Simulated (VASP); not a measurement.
# Re (Im-3m) in VASP: a series of runs

Aim: see how the results for Re move with the level of theory and the settings. Levels: PBE, HSE06. Tasks: single point.

Program: VASP 6.6.1. These are calculated values, not measurements. Logs are shortened: lines on timing, memory, paths and dates and some standing lists are left out, and cuts for length are marked.

**1. The cell of the first run**

The structure is cubic, space group Im-3m (No. 229). The conventional cell has a = 3.113 Å, b = 3.113 Å, c = 3.113 Å, α = 90.00°, β = 90.00°, γ = 90.00°. Within 3.6 Å of Re (site symmetry m-3m) lie 14 Re at 2.70 to 3.11 Å.

**2. Single point, PBE**

The input, INCAR:

```
PREC     = Accurate       # precision mode
ENCUT    = 600            # plane-wave cutoff, eV
EDIFF    = 1E-6           # SCF threshold, eV
ISMEAR   = -1             # smearing method
SIGMA    = 0.1            # smearing width, eV
LREAL    = F              # projectors in reciprocal space
LASPH    = T              # aspherical terms in the spheres
NELM     = 120            # most SCF steps
ALGO     = Normal         # electronic algorithm
ISIF     = 2              # what is computed and relaxed
LWAVE    = F              # write WAVECAR
LCHARG   = F              # write CHGCAR
GGA      = PE             # functional
NBANDS   = 10             # bands
GGA_COMPAT= F
```

The input, KPOINTS:

```
regular mesh
0
Gamma
  7 7 7
```

The input, POSCAR:

```
Re
1.0
   -1.5566957522      1.5566957522      1.5566957522
    1.5566957522     -1.5566957522      1.5566957522
    1.5566957522      1.5566957522     -1.5566957522
Re
1
Direct
    0.0000000000      0.0000000000      0.0000000000
```

Potentials or basis: VASP PAW PBE potentials, release 64 (Re).

Started as:

```bash
> cat potpaw_PBE.64/Re/POTCAR > POTCAR
> mpirun -np 1 vasp_std > vasp.out
```

OUTCAR:

```text
PREC = Accurate
   ENCUT = 600
   EDIFF = 1E-6
   ISMEAR = -1
   LREAL = F
   LASPH = T
   NELM = 120
   ISIF = 2
   GGA = PE

 ion  position               nearest neighbor table
   1  0.000  0.000  0.000-

  LATTYP: Found a body centered cubic cell.
 ALAT       =     3.1133915044

  Lattice vectors:

 A1 = (  -1.5566957522,   1.5566957522,   1.5566957522)
 A2 = (   1.5566957522,  -1.5566957522,   1.5566957522)
 A3 = (   1.5566957522,   1.5566957522,  -1.5566957522)

Analysis of symmetry for initial positions (statically):
=====================================================================
 Subroutine PRICEL returns:
 Original cell was already a primitive cell.

 Routine SETGRP: Setting up the symmetry group for a
 body centered cubic supercell.

 Subroutine GETGRP returns: Found 48 space group operations
 (whereof 48 operations were pure point group operations)
 out of a pool of 48 trial point group operations.

The static configuration has the point symmetry O_h .

Analysis of symmetry for dynamics (positions and initial velocities):
=====================================================================
 Subroutine PRICEL returns:
 Original cell was already a primitive cell.

 Routine SETGRP: Setting up the symmetry group for a
 body centered cubic supercell.

 Subroutine GETGRP returns: Found 48 space group operations
 (whereof 48 operations were pure point group operations)
 out of a pool of 48 trial point group operations.

The dynamic configuration has the point symmetry O_h .

 Subroutine INISYM returns: Found 48 space group operations
 (whereof 48 operations are pure point group operations),
 and found     1 'primitive' translations

----------------------------------------------------------------------------------------

                                     Primitive cell

  volume of cell :      15.0894

  direct lattice vectors                    reciprocal lattice vectors
    -1.556695752  1.556695752  1.556695752     0.000000000  0.321193142  0.321193142
     1.556695752 -1.556695752  1.556695752     0.321193142  0.000000000  0.321193142
     1.556695752  1.556695752 -1.556695752     0.321193142  0.321193142  0.000000000

  length of vectors
     2.696276135  2.696276135  2.696276135     0.454235698  0.454235698  0.454235698

  position of ions in fractional coordinates (direct lattice)
     0.000000000  0.000000000  0.000000000

  ion indices of the primitive-cell ions
   primitive index   ion index
                 1           1

----------------------------------------------------------------------------------------

 KPOINTS: regular mesh

Automatic generation of k-mesh.
 Grid dimensions read from file:
 generate k-points for:    7    7    7

 Generating k-lattice:

  Cartesian coordinates                     Fractional coordinates (reciprocal lattice)
     0.000000000  0.045884735  0.045884735     0.142857143  0.000000000  0.000000000
     0.045884735  0.000000000  0.045884735     0.000000000  0.142857143  0.000000000
     0.045884735  0.045884735  0.000000000     0.000000000  0.000000000  0.142857143

  Length of vectors
     0.064890814  0.064890814  0.064890814

  Shift w.r.t. Gamma in fractional coordinates (k-lattice)
     0.000000000  0.000000000  0.000000000

 Subroutine IBZKPT returns following result:
 ===========================================

 Found     20 irreducible k-points:

 Following reciprocal coordinates:
            Coordinates               Weight
  0.000000  0.000000  0.000000      1.000000
  0.142857  0.000000  0.000000     12.000000
  0.285714  0.000000  0.000000     12.000000
  0.428571  0.000000  0.000000     12.000000
  0.142857  0.142857  0.000000     24.000000
  0.285714  0.142857  0.000000     48.000000
[... 12 lines left out ...]
 -0.428571 -0.428571  0.285714      8.000000
 -0.428571  0.428571  0.428571      6.000000
   k-points           NKPTS =     20   k-points in BZ     NKDIM =     20   number of bands    NBANDS=     10
   number of dos      NEDOS =    301   number of ions     NIONS =      1
   total plane-waves  NPLWV =  13824
   dimension x,y,z NGX =    24 NGY =   24 NGZ =   24
   dimension x,y,z NGXF=    48 NGYF=   48 NGZF=   48
   ions per type =               1
   NGX,Y,Z   is equivalent  to a cutoff of  14.80, 14.80, 14.80 a.u.
   NGXF,Y,Z  is equivalent  to a cutoff of  29.60, 29.60, 29.60 a.u.
 SYSTEM =  unknown system
   PREC   = accura    normal or accurate (medium, high low for compatibility)
   ISTART =      0    job   : 0-new  1-cont  2-samecut
   ICHARG =      2    charge: 1-file 2-atom 10-const
   ISPIN  =      1    spin polarized calculation?
   LNONCOLLINEAR =      F non collinear calculations
   LSORBIT =      F    spin-orbit coupling
   LASPH  =      T    aspherical Exc in radial PAW
   ENCUT  =  600.0 eV  44.10 Ry    6.64 a.u.   5.39  5.39  5.39*2*pi/ulx,y,z
   NELM   =    120;   NELMIN=  2; NELMDL= -5     # of ELM steps
   EDIFF  = 0.1E-05   stopping-criterion for ELM
   LREAL  =      F    real-space projection
   EDIFFG = 0.1E-04   stopping-criterion for IOM
   NSW    =      0    number of steps for IOM
   IBRION =     -1    ionic relax: 0-MD 1-quasi-New 2-CG
   NFREE  =      0    steps in history (QN), initial steepest desc. (CG)
   ISIF   =      2    stress and relaxation
   ISYM   =      2    0-nonsym 1-usesym 2-fastsym
   POTIM  = 0.5000    time-step for ionic-motion
   TEBEG  =    0.0;   TEEND  =   0.0 temperature during run
   PSTRESS=    0.0 pullay stress
   NELECT =       7.0000    total number of electrons
   NUPDOWN=      -1.0000    fix difference up-down
   EMIN   =  10.00;   EMAX   =-10.00  energy-range for DOS
   EFERMI =   0.00;   METHOD = LEGACY
   ISMEAR =    -1;   SIGMA  =   0.10  broadening in eV -4-tet -1-fermi 0-gaus
   EFERMI_NEDOS =   21; number of points for ismear=-14 and -15
   IALGO  =     38    algorithm
   IMIX   =      4    mixing-type and parameters
     AMIX     =   0.40;   BMIX     =  1.00
     AMIX_MAG =   1.60;   BMIX_MAG =  1.00
  volume/ion in A,a.u.               =      15.09       101.83
  Fermi-wavevector in a.u.,A,eV,Ry     =   1.267313  2.394874 21.852064  1.606081
  Thomas-Fermi vector in A             =   2.400467
   LORBIT       =      0    0 simple, 1 ext, 2 COOP (PROOUT), +10 PAW based schemes
   GGA     = PE    functional components
   LHFCALC =     F    Hartree Fock is set to
   AEXX    =    0.0000 exact exchange contribution
   IVDW    =     0    specifies the selected vdW correction
   LEPSILON=     F    determine dielectric tensor
   LRPA    =     F    only Hartree local field effects (RPA)
 non-spin polarized calculation
  energy-cutoff  :      600.00
  volume of cell :       15.09
 maximum number of plane-waves:       531
 NGX is ok and might be reduce to    24
   NGX = 11   NGY = 11   NGZ = 11

 number of electron       7.0000000 magnetization

 Free energy of the ion-electron system (eV)
  ---------------------------------------------------
  ext. energy  EPLUGINS =         0.00000000
  ---------------------------------------------------
  free energy    TOTEN  =       -12.10606258 eV

  energy without entropy =      -12.06898564  energy(sigma->0) =      -12.08752411

 E-fermi :   8.5229     XC(G=0): -13.5966

 val. band max:        8.4796028511   @ k =  -0.4286  -0.4286   0.1429
 cond. band min:       8.6690487769   @ k =   0.1429   0.0000   0.0000
 fundamental gap:      0.1894459257
 Fermi energy:         8.5228845725

 k-point     1 :       0.0000    0.0000    0.0000
  band No.  band energies     occupation
      1      -2.1035      2.00000
      2       5.8369      2.00000
      3       5.8369      2.00000
      4       5.8369      2.00000
      5       9.2192      0.00189
      6       9.2192      0.00189
      7      24.0016      0.00000
      8      24.0016      0.00000
      9      24.0016      0.00000
     10      35.7950      0.00000

 k-point     2 :       0.1429    0.0000    0.0000
  band No.  band energies     occupation
      1      -1.1735      2.00000
      2       5.3438      2.00000
      3       5.6948      2.00000
      4       6.7583      2.00000
      5       8.6690      0.37643
      6       9.2596      0.00126
      7      24.5148      0.00000
      8      25.5302      0.00000
      9      25.5819      0.00000
     10      31.5223      0.00000

 k-point     3 :       0.2857    0.0000    0.0000
  band No.  band energies     occupation
      1       0.7135      2.00000
      2       4.3907      2.00000
      3       5.5277      2.00000
      4       8.7499      0.18732
      5       9.2715      0.00112
      6       9.4998      0.00011
      7      23.0904      0.00000
      8      23.5483      0.00000
      9      29.6485      0.00000
     10      31.3056      0.00000

 k-point     4 :       0.4286    0.0000    0.0000
  band No.  band energies     occupation
      1       1.1841      2.00000
      2       3.7365      2.00000
      3       7.6100      1.99978
      4       9.2139      0.00199
      5       9.8824      0.00000
      6      12.2105      0.00000
      7      19.0393      0.00000
      8      20.7778      0.00000
      9      26.1856      0.00000
     10      32.6465      0.00000
[... 170 lines left out ...]
 k-point    18 :      -0.4286    0.4286    0.2857
  band No.  band energies     occupation
      1       2.6358      2.00000
      2       3.1455      2.00000
      3       7.3276      1.99999
      4       7.8406      1.99782
      5      11.5711      0.00000
      6      13.4167      0.00000
      7      19.4752      0.00000
      8      21.8029      0.00000
      9      26.3361      0.00000
     10      29.5172      0.00000

 k-point    19 :      -0.4286   -0.4286    0.2857
  band No.  band energies     occupation
      1       2.4853      2.00000
      2       2.4853      2.00000
      3       7.2392      1.99999
      4      10.7435      0.00000
      5      10.7435      0.00000
      6      17.0827      0.00000
      7      17.7585      0.00000
      8      17.7585      0.00000
      9      28.8113      0.00000
     10      29.7702      0.00000

 k-point    20 :      -0.4286    0.4286    0.4286
  band No.  band energies     occupation
      1       1.8271      2.00000
      2       1.9431      2.00000
      3      10.5481      0.00000
      4      10.5481      0.00000
      5      11.4742      0.00000
      6      14.7168      0.00000
      7      18.2065      0.00000
      8      18.2065      0.00000
      9      25.4216      0.00000
     10      30.6116      0.00000

------------------------ aborting loop because EDIFF is reached ----------------------------------------

  FORCE on cell =-STRESS in cart. coord.  units (eV):
  Direction    XX          YY          ZZ          XY          YZ          ZX
  --------------------------------------------------------------------------------------
  -------------------------------------------------------------------------------------
  Total        0.0240250      0.0240250      0.0240250     -0.0000000      0.0000000     -0.0000000
  in kB        2.5509599      2.5509599      2.5509599     -0.0000000      0.0000000     -0.0000000
  external PRESSURE =       2.5509599 kB  Pullay stress =       0.0000000 kB

 VOLUME and BASIS-vectors are now :
 -----------------------------------------------------------------------------
  energy-cutoff  :      600.00
  volume of cell :       15.09
      direct lattice vectors                 reciprocal lattice vectors
    -1.556695752  1.556695752  1.556695752     0.000000000  0.321193142  0.321193142
     1.556695752 -1.556695752  1.556695752     0.321193142  0.000000000  0.321193142
     1.556695752  1.556695752 -1.556695752     0.321193142  0.321193142  0.000000000

 POSITION                                       TOTAL-FORCE (eV/Angst)
 -----------------------------------------------------------------------------------
      0.00000      0.00000      0.00000         0.000000      0.000000      0.000000
 -----------------------------------------------------------------------------------
    total drift:                               -0.000000     -0.000000     -0.000000

  FREE ENERGIE OF THE ION-ELECTRON SYSTEM (eV)
  ---------------------------------------------------
  free  energy   TOTEN  =       -12.1060625846 eV

  energy  without entropy=      -12.0689856368  energy(sigma->0) =      -12.08752411
```

Run time: 3.1 s. Hardware: 1 thread of Intel Xeon Platinum 8488C (Sapphire Rapids), shared host; peak memory 0.14 GiB.

What came out:

| Item | Value |
| --- | --- |
| Free energy | -12.1061 eV |
| Pressure | 0.3 GPa |

Levels at points of the mesh, in eV from the Fermi level:
| k point | band 1 | band 2 | band 3 | band 4 | band 5 | band 6 | band 7 |
| --- | --- | --- | --- | --- | --- | --- | --- |
| (0.00, 0.00, 0.00) | -10.63 | -2.69 | -2.69 | -2.69 | 0.70 | 0.70 | 15.48 |

Caveat: the k points lie up to 0.41 Å⁻¹ apart; spin-orbit coupling is left out, which moves the levels of the heavy elements.

**3. Single point, HSE06**

POSCAR is that of step 2.

The input, INCAR.step1:

```
SYSTEM = Re
PREC = Accurate ; ENCUT = 520
EDIFF = 1E-5 ; ISMEAR = -1
SIGMA = 0.1 ; LREAL = .FALSE.
LASPH = .TRUE. ; NELM = 120
ALGO = Normal ; ISIF = 2
LWAVE = .TRUE. ; GGA = PE
NBANDS = 10 ; GGA_COMPAT = .FALSE.
```

The input, INCAR.step2:

```
SYSTEM = Re
PREC = Accurate ; ENCUT = 520
EDIFF = 1E-6 ; ISMEAR = -1
SIGMA = 0.1 ; LREAL = .FALSE.
LASPH = .TRUE. ; NELM = 120
ALGO = Normal ; ISIF = 2
LWAVE = .FALSE. ; LCHARG = .TRUE.
GGA = PE ; LHFCALC = .TRUE.
HFSCREEN = 0.2079 ; PRECFOCK = Normal
LELF = .TRUE. ; LVHAR = .TRUE.
ISTART = 1 ; NBANDS = 10
GGA_COMPAT = .FALSE.
```

The input, KPOINTS:

```
Automatic mesh
0
G
  7 7 7
  0 0 0
```

Potentials or basis: VASP PAW PBE potentials, release 64 (Re).

Started as:

```bash
> cat potpaw_PBE.64/Re/POTCAR > POTCAR
> cp INCAR.step1 INCAR
> mpirun -np 1 vasp_std > vasp.out
> cp INCAR.step2 INCAR
> mpirun -np 1 vasp_std > vasp.out
```

Wall time 8.1 min (1 thread of Intel Xeon Platinum 8488C (Sapphire Rapids), shared host); peak memory 0.24 GiB.

The run converged. Its results:

- Free energy: -14.1590 eV
- Pressure: -13.5 GPa

Levels at points of the mesh, in eV from the Fermi level:
```tsv
k point	band 1	band 2	band 3	band 4	band 5	band 6
(0.00, 0.00, 0.00)	-12.01	-3.35	-3.35	-3.35	1.11	1.11
```

Caveat: the k points lie up to 0.41 Å⁻¹ apart; the PAW data sets were made with another functional, which shifts forces and pressure a little; spin-orbit coupling is left out, which moves the levels of the heavy elements.
